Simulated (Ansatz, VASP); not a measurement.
# Al2O3 in VASP and in Ansatz

File INCAR:

```
PREC = Accurate ; ENCUT = 520
EDIFF = 1E-7 ; ISMEAR = 0
SIGMA = 0.05 ; LREAL = False
LASPH = True ; NELM = 60
ALGO = Normal ; ISIF = 2
LWAVE = False ; LCHARG = True
GGA = PS ; LELF = True
LVHAR = True ; NBANDS = 35
```

The input KPOINTS:

```
regular mesh
0
Gamma
  6 6 6
```

The input POSCAR:

```
Al2O3
1.0
    2.4421693582      1.4099871363      4.1427332879
   -2.4421693582      1.4099871363      4.1427332879
    0.0000000000     -2.8199742727      4.1427332879
Al O
4 6
Direct
    0.8520350473      0.8520350473      0.8520350473
    0.6479649527      0.6479649527      0.6479649527
    0.1479649527      0.1479649527      0.1479649527
    0.3520350473      0.3520350473      0.3520350473
    0.0558571577      0.4441428423      0.7500000000
    0.7500000000      0.0558571577      0.4441428423
    0.4441428423      0.7500000000      0.0558571577
    0.9441428423      0.5558571577      0.2500000000
    0.2500000000      0.9441428423      0.5558571577
    0.5558571577      0.2500000000      0.9441428423
```

Input for Ansatz:

```yaml
crystal:
  lattice:
    - [2.4421693582, 1.4099871363, 4.1427332879]
    - [-2.4421693582, 1.4099871363, 4.1427332879]
    - [0.0, -2.8199742727, 4.1427332879]
  atoms:
    - { symbol: Al, position: [0.8520350473, 0.8520350473, 0.8520350473] }
    - { symbol: Al, position: [0.6479649527, 0.6479649527, 0.6479649527] }
    - { symbol: Al, position: [0.1479649527, 0.1479649527, 0.1479649527] }
    - { symbol: Al, position: [0.3520350473, 0.3520350473, 0.3520350473] }
    - { symbol: O, position: [0.0558571577, 0.4441428423, 0.75] }
    - { symbol: O, position: [0.75, 0.0558571577, 0.4441428423] }
    - { symbol: O, position: [0.4441428423, 0.75, 0.0558571577] }
    - { symbol: O, position: [0.9441428423, 0.5558571577, 0.25] }
    - { symbol: O, position: [0.25, 0.9441428423, 0.5558571577] }
    - { symbol: O, position: [0.5558571577, 0.25, 0.9441428423] }
basis:
  ecutwfc: 520.0
kpoints:
  mp_grid: { grid: [6, 6, 6] }
hamiltonian:
  xc: pbesol
  pseudopotentials: { kind: paw, azcp: { folder: soft_1 } }
scf:
  occupations: { method: gaussian, width: 0.05 }
output:
  forces: true
  stress: true
  eigenvalues: true
```

Alike in both runs: task single point; functional PBEsol; k mesh 6 × 6 × 6; occupations gaussian, width 0.05 eV; no spin polarisation.

|  | VASP | Ansatz |
| --- | --- | --- |
| version | VASP 6.6.1 | Ansatz 0.2.0 |
| potentials or method | VASP PAW PBE potentials, release 64 (Al, O), cutoff 520 eV | scalar-relativistic, plane waves, PAW |
| valence electrons in the cell | 48 | 48 |

VASP gave:

| Item | Value |
| --- | --- |
| gap on the k mesh at the Fermi level (eV) | 5.43 |
| least direct gap on the mesh (eV) | 5.43 |
| pressure (GPa) | -0.4 |
| traceless stress, the component that is largest in VASP (GPa) | 17.93 |
| rms of the force components (eV/Å) | 0.226 |

Task: Which values does Ansatz return?

Result: gap on the k mesh at the Fermi level (eV): 5.43; least direct gap on the mesh (eV): 5.43; pressure (GPa): -0.5; traceless stress, the component that is largest in VASP (GPa): 17.93; rms of the force components (eV/Å): 0.222.

VASP's potentials were made for PBE, not for PBEsol, and Ansatz warns of the same on its side. Atom by atom the forces differ by 0.006 eV/Å (rms over components).
